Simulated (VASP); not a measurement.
# H4C in VASP: a series of runs

Runs on H4C. Level: PBEsol. Tasks: single point.

Program: VASP 6.6.1. These are calculated values, not measurements. Logs are shortened: lines on timing, memory, paths and dates and some standing lists are left out, and cuts for length are marked.

**1. The cell of the first run**

The cell holds an amorphous packing of atoms, 40 atoms: a = 7.388 Å, b = 7.388 Å, c = 7.388 Å, α = 90.00°, β = 90.00°, γ = 90.00°.

**2. Single point, PBEsol**

File INCAR:

```
SYSTEM = H4C
  ALGO = Normal
  EDIFF = 1E-7
  ENCUT = 520
  GGA = PS
  ISIF = 2
  ISMEAR = -1
  LASPH = .True.
  LCHARG = .False.
  LREAL = Auto
  LWAVE = .False.
  NBANDS = 58
  NELM = 60
  PREC = Accurate
  SIGMA = 0.05
```

File KPOINTS:

```
k-points
0
Gamma
  1 1 1
  0 0 0
```

File POSCAR:

```
H4C
1.0
    7.3876590000      0.0000000000      0.0000000000
    0.0000000000      7.3876590000      0.0000000000
    0.0000000000      0.0000000000      7.3876590000
C H
8 32
Direct
    0.5183963167      0.7579189983      0.6876324581
    0.0499086805      0.8680207343      0.5709562598
    0.8301012849      0.3486724538      0.9352782975
    0.2671838115      0.3480554751      0.7393557125
    0.6740879840      0.8817016579      0.1084685462
    0.6771011477      0.2462643732      0.4494292668
    0.1403166824      1.0257903539      0.1177848327
    0.3222340914      0.5256735169      0.2177780022
    0.4160527690      0.8055660165      0.7849444061
    0.6031234424      0.6548799670      0.7529360649
    0.6033475354      0.8729675395      0.6447076980
    0.4512511018      0.6977729807      0.5692028218
    0.1099969251      0.9996663210      0.6058629116
    0.0264895823      0.7889273394      0.6947453826
    0.1426951640      0.7941296776      0.4817046076
   -0.0789964470      0.8898231206      0.5006506505
    0.9733564085      0.3769564437      0.9667714059
    0.7489453979      0.3551077640      1.0604910997
    0.8199827040      0.2125185003      0.8749995993
    0.7797397150      0.4489577241      0.8374955801
    0.2607084705      0.4779727761      0.8112363602
    0.2739699971      0.2373877585      0.8381182309
    0.3879784274      0.3448034862      0.6538315646
    0.1461114648      0.3312345870      0.6549060761
    0.7770701873      0.9329975928      0.2022619161
    0.5780803457      0.7948733857      0.1819578610
    0.7403084108      0.8035731743      0.0008987244
    0.6009030593      0.9960442799      0.0477515564
    0.7685392916      0.3536475255      0.4022930374
    0.6572312448      0.2591769907      0.5958284426
    0.7363690497      0.1135039982      0.4193705768
    0.5465759399      0.2580828369      0.3795831909
    0.0950141279      0.8937900239      0.1688612980
    0.2834850837      1.0463515458      0.1512605318
    0.0586775766      1.1326233224      0.1812764645
    0.1209648479      1.0305926947     -0.0294182244
    0.3232941388      0.5324673083      0.3662003212
    0.2260065204      0.4210030158      0.1740371414
    0.4580214437      0.4906390427      0.1689797874
    0.2826235745      0.6573683966      0.1616476387
```

Potentials or basis: VASP PAW PBE potentials, release 64 (C, H).

Command:

```bash
cat potpaw_PBE.64/C/POTCAR potpaw_PBE.64/H/POTCAR > POTCAR
mpirun -np 1 vasp_gam > vasp.out
```

OUTCAR:

```text
SYSTEM = H4C
   EDIFF = 1E-7
   ENCUT = 520
   GGA = PS
   ISIF = 2
   ISMEAR = -1
   LASPH = .True.
   LREAL = Auto
   NELM = 60
   PREC = Accurate

 ion  position               nearest neighbor table
   1  0.518  0.758  0.688-  10 1.10  12 1.10   9 1.10  11 1.10
   2  0.050  0.868  0.571-  16 1.10  15 1.10  14 1.10  13 1.10
   3  0.830  0.349  0.935-  20 1.10  19 1.10  18 1.10  17 1.10
   4  0.267  0.348  0.739-  23 1.09  22 1.10  24 1.10  21 1.10
   5  0.674  0.882  0.108-  25 1.10  27 1.10  28 1.10  26 1.10
   6  0.677  0.246  0.449-  30 1.10  31 1.10  32 1.10  29 1.10
   7  0.140  0.026  0.118-  34 1.10  36 1.10  33 1.10  35 1.10
   8  0.322  0.526  0.218-  39 1.10  40 1.10  37 1.10  38 1.10
   9  0.416  0.806  0.785-   1 1.10
  10  0.603  0.655  0.753-   1 1.10
  11  0.603  0.873  0.645-   1 1.10
  12  0.451  0.698  0.569-   1 1.10
  13  0.110  1.000  0.606-   2 1.10
  14  0.026  0.789  0.695-   2 1.10
[... 24 lines left out ...]
  39  0.458  0.491  0.169-   8 1.10
  40  0.283  0.657  0.162-   8 1.10

  LATTYP: Found a simple cubic cell.
 ALAT       =     7.3876590000

  Lattice vectors:

 A1 = (   7.3876590000,   0.0000000000,   0.0000000000)
 A2 = (   0.0000000000,   7.3876590000,   0.0000000000)
 A3 = (   0.0000000000,   0.0000000000,   7.3876590000)

Analysis of symmetry for initial positions (statically):
=====================================================================
 Subroutine PRICEL returns:
 Original cell was already a primitive cell.

 Routine SETGRP: Setting up the symmetry group for a
 simple cubic supercell.

 Subroutine GETGRP returns: Found  1 space group operations
 (whereof  1 operations were pure point group operations)
 out of a pool of 48 trial point group operations.

The static configuration has the point symmetry C_1 .

Analysis of symmetry for dynamics (positions and initial velocities):
=====================================================================
 Subroutine PRICEL returns:
 Original cell was already a primitive cell.

 Routine SETGRP: Setting up the symmetry group for a
 simple cubic supercell.

 Subroutine GETGRP returns: Found  1 space group operations
 (whereof  1 operations were pure point group operations)
 out of a pool of 48 trial point group operations.

The dynamic configuration has the point symmetry C_1 .

 Subroutine INISYM returns: Found  1 space group operations
 (whereof  1 operations are pure point group operations),
 and found     1 'primitive' translations

----------------------------------------------------------------------------------------

                                     Primitive cell

  volume of cell :     403.2000

  direct lattice vectors                    reciprocal lattice vectors
     7.387659000  0.000000000  0.000000000     0.135360877  0.000000000  0.000000000
     0.000000000  7.387659000  0.000000000     0.000000000  0.135360877  0.000000000
     0.000000000  0.000000000  7.387659000     0.000000000  0.000000000  0.135360877

  length of vectors
     7.387659000  7.387659000  7.387659000     0.135360877  0.135360877  0.135360877

  position of ions in fractional coordinates (direct lattice)
     0.518396317  0.757918998  0.687632458
     0.049908681  0.868020734  0.570956260
     0.830101285  0.348672454  0.935278297
     0.267183811  0.348055475  0.739355712
     0.674087984  0.881701658  0.108468546
     0.677101148  0.246264373  0.449429267
[... 32 lines left out ...]
     0.458021444  0.490639043  0.168979787
     0.282623575  0.657368397  0.161647639

  ion indices of the primitive-cell ions
   primitive index   ion index
                 1           1
                 2           2
                 3           3
                 4           4
                 5           5
                 6           6
[... 32 lines left out ...]
                39          39
                40          40

----------------------------------------------------------------------------------------

 KPOINTS: k-points

Automatic generation of k-mesh.
 Grid dimensions read from file:
 generate k-points for:    1    1    1

 Generating k-lattice:

  Cartesian coordinates                     Fractional coordinates (reciprocal lattice)
     0.135360877  0.000000000  0.000000000     1.000000000  0.000000000  0.000000000
     0.000000000  0.135360877  0.000000000     0.000000000  1.000000000  0.000000000
     0.000000000  0.000000000  0.135360877     0.000000000  0.000000000  1.000000000

  Length of vectors
     0.135360877  0.135360877  0.135360877

  Shift w.r.t. Gamma in fractional coordinates (k-lattice)
     0.000000000  0.000000000  0.000000000

 Subroutine IBZKPT returns following result:
 ===========================================

 Found      1 irreducible k-points:

 Following reciprocal coordinates:
            Coordinates               Weight
  0.000000  0.000000  0.000000      1.000000
   k-points           NKPTS =      1   k-points in BZ     NKDIM =      1   number of bands    NBANDS=     58
   number of dos      NEDOS =    301   number of ions     NIONS =     40
   total plane-waves  NPLWV = 175616
   dimension x,y,z NGX =    56 NGY =   56 NGZ =   56
   dimension x,y,z NGXF=   112 NGYF=  112 NGZF=  112
   ions per type =               8  32
   NGX,Y,Z   is equivalent  to a cutoff of  12.60, 12.60, 12.60 a.u.
   NGXF,Y,Z  is equivalent  to a cutoff of  25.20, 25.20, 25.20 a.u.
 SYSTEM =  H4C
   PREC   = accura    normal or accurate (medium, high low for compatibility)
   ISTART =      0    job   : 0-new  1-cont  2-samecut
   ICHARG =      2    charge: 1-file 2-atom 10-const
   ISPIN  =      1    spin polarized calculation?
   LNONCOLLINEAR =      F non collinear calculations
   LSORBIT =      F    spin-orbit coupling
   LASPH  =      T    aspherical Exc in radial PAW
   ENCUT  =  520.0 eV  38.22 Ry    6.18 a.u.  13.74 13.74 13.74*2*pi/ulx,y,z
   NELM   =     60;   NELMIN=  2; NELMDL= -5     # of ELM steps
   EDIFF  = 0.1E-06   stopping-criterion for ELM
   LREAL  =      T    real-space projection
   EDIFFG = 0.1E-05   stopping-criterion for IOM
   NSW    =      0    number of steps for IOM
   IBRION =     -1    ionic relax: 0-MD 1-quasi-New 2-CG
   NFREE  =      0    steps in history (QN), initial steepest desc. (CG)
   ISIF   =      2    stress and relaxation
   ISYM   =      2    0-nonsym 1-usesym 2-fastsym
   POTIM  = 0.5000    time-step for ionic-motion
   TEBEG  =    0.0;   TEEND  =   0.0 temperature during run
   PSTRESS=    0.0 pullay stress
   NELECT =      64.0000    total number of electrons
   NUPDOWN=      -1.0000    fix difference up-down
   EMIN   =  10.00;   EMAX   =-10.00  energy-range for DOS
   EFERMI =   0.00;   METHOD = LEGACY
   ISMEAR =    -1;   SIGMA  =   0.05  broadening in eV -4-tet -1-fermi 0-gaus
   EFERMI_NEDOS =   21; number of points for ismear=-14 and -15
   IALGO  =     38    algorithm
   IMIX   =      4    mixing-type and parameters
     AMIX     =   0.40;   BMIX     =  1.00
     AMIX_MAG =   1.60;   BMIX_MAG =  1.00
  volume/ion in A,a.u.               =      10.08        68.02
  Fermi-wavevector in a.u.,A,eV,Ry     =   0.886396  1.675046 10.690078  0.785699
  Thomas-Fermi vector in A             =   2.007557
   LORBIT       =      0    0 simple, 1 ext, 2 COOP (PROOUT), +10 PAW based schemes
   GGA     = PS    functional components
   LHFCALC =     F    Hartree Fock is set to
   AEXX    =    0.0000 exact exchange contribution
   IVDW    =     0    specifies the selected vdW correction
   LEPSILON=     F    determine dielectric tensor
   LRPA    =     F    only Hartree local field effects (RPA)
 non-spin polarized calculation
  energy-cutoff  :      520.00
  volume of cell :      403.20
 maximum number of plane-waves:      5414
 NGX is ok and might be reduce to    54
   NGX = 27   NGY = 27   NGZ = 27

 number of electron      63.9999995 magnetization

 Free energy of the ion-electron system (eV)
  ---------------------------------------------------
  ext. energy  EPLUGINS =         0.00000000
  ---------------------------------------------------
  free energy    TOTEN  =      -191.41483174 eV

  energy without entropy =     -191.41483174  energy(sigma->0) =     -191.41483174

 E-fermi :  -4.7637     XC(G=0):  -6.3507

 val. band max:       -6.0473594420   @ k =   0.0000   0.0000   0.0000
 cond. band min:       1.3003355563   @ k =   0.0000   0.0000   0.0000
 fundamental gap:      7.3476949983
 Fermi energy:        -4.7637005430

 k-point     1 :       0.0000    0.0000    0.0000
  band No.  band energies     occupation
      1     -14.8208      2.00000
      2     -14.4052      2.00000
      3     -14.3721      2.00000
      4     -14.3411      2.00000
      5     -14.3113      2.00000
      6     -14.2716      2.00000
[... 36 lines left out ...]
     43       4.6014      0.00000
     44       4.7821      0.00000
 [bands above 44 left out]

------------------------ aborting loop because EDIFF is reached ----------------------------------------

  FORCE on cell =-STRESS in cart. coord.  units (eV):
  Direction    XX          YY          ZZ          XY          YZ          ZX
  --------------------------------------------------------------------------------------
  -------------------------------------------------------------------------------------
  Total        1.4546751      0.8364117      1.0435091     -0.1084925     -0.2032270      0.0545632
  in kB        5.7803758      3.3236106      4.1465442     -0.4311117     -0.8075540      0.2168155
  external PRESSURE =       4.4168436 kB  Pullay stress =       0.0000000 kB

 VOLUME and BASIS-vectors are now :
 -----------------------------------------------------------------------------
  energy-cutoff  :      520.00
  volume of cell :      403.20
      direct lattice vectors                 reciprocal lattice vectors
     7.387659000  0.000000000  0.000000000     0.135360877  0.000000000  0.000000000
     0.000000000  7.387659000  0.000000000     0.000000000  0.135360877  0.000000000
     0.000000000  0.000000000  7.387659000     0.000000000  0.000000000  0.135360877

 POSITION                                       TOTAL-FORCE (eV/Angst)
 -----------------------------------------------------------------------------------
      3.82974      5.59925      5.07999        -0.024485      0.090528     -0.053553
      0.36871      6.41264      4.21803         0.009196      0.004025      0.021241
      6.13251      2.57587      6.90952         0.077304     -0.030035      0.081942
      1.97386      2.57132      5.46211        -0.034102     -0.006082      0.020371
      4.97993      6.51371      0.80133        -0.041164     -0.028908      0.042143
      5.00219      1.81932      3.32023         0.002173     -0.010866     -0.008682
[... 32 lines left out ...]
      3.38371      3.62467      1.24837         0.042591     -0.007076     -0.033100
      2.08793      4.85641      1.19420        -0.000383      0.003608     -0.005426
 -----------------------------------------------------------------------------------
    total drift:                               -0.022085     -0.011392      0.035161

  FREE ENERGIE OF THE ION-ELECTRON SYSTEM (eV)
  ---------------------------------------------------
  free  energy   TOTEN  =      -191.4148317436 eV

  energy  without entropy=     -191.4148317436  energy(sigma->0) =     -191.41483174
```

Run time: 32 s. Hardware: 1 thread of Intel Xeon 6975P-C (Granite Rapids), shared host; peak memory 0.37 GiB.

Results:

- Free energy: -191.4148 eV
- Pressure: 0.4 GPa
- Largest force: 0.206 eV/Å
- Band gap on the k mesh: 7.35 eV

Forces in eV/Å, atoms in the order of the input:
```
C   -0.024  0.091 -0.054
C    0.009  0.004  0.021
C    0.077 -0.030  0.082
C   -0.034 -0.006  0.020
C   -0.041 -0.029  0.042
C    0.002 -0.011 -0.009
C   -0.043  0.012  0.026
C   -0.026 -0.016  0.018
H    0.039 -0.035 -0.067
H    0.021 -0.002  0.006
H   -0.074 -0.093  0.041
H    0.029  0.062  0.056
H   -0.003 -0.005 -0.008
H   -0.012 -0.008  0.000
H    0.009 -0.028 -0.007
H   -0.046 -0.016 -0.011
H   -0.202  0.000 -0.040
H    0.072 -0.017 -0.136
H    0.018  0.104  0.095
H    0.047  0.010  0.032
H   -0.016  0.016 -0.003
H    0.007 -0.016  0.036
H    0.077 -0.001 -0.070
H   -0.062  0.010 -0.034
H   -0.004 -0.017 -0.002
H    0.044  0.016 -0.041
H    0.019 -0.030  0.001
H    0.020  0.000  0.007
H    0.035  0.023 -0.017
H   -0.016 -0.008  0.040
H    0.035 -0.004 -0.002
H   -0.030  0.000 -0.006
H    0.005  0.011  0.012
H    0.040  0.010  0.000
H   -0.008 -0.016 -0.008
H    0.011  0.012  0.001
H   -0.013  0.008  0.009
H   -0.005  0.002  0.007
H    0.043 -0.007 -0.033
H    0.000  0.004 -0.005
```

Stress tensor (GPa, compression positive):
```
 0.58 -0.04  0.02
-0.04  0.33 -0.08
 0.02 -0.08  0.41
```

Caveat: the k points lie up to 0.85 Å⁻¹ apart; the PAW data sets were made with another functional, which shifts forces and pressure a little.

(Continued in part 2 of 2.)
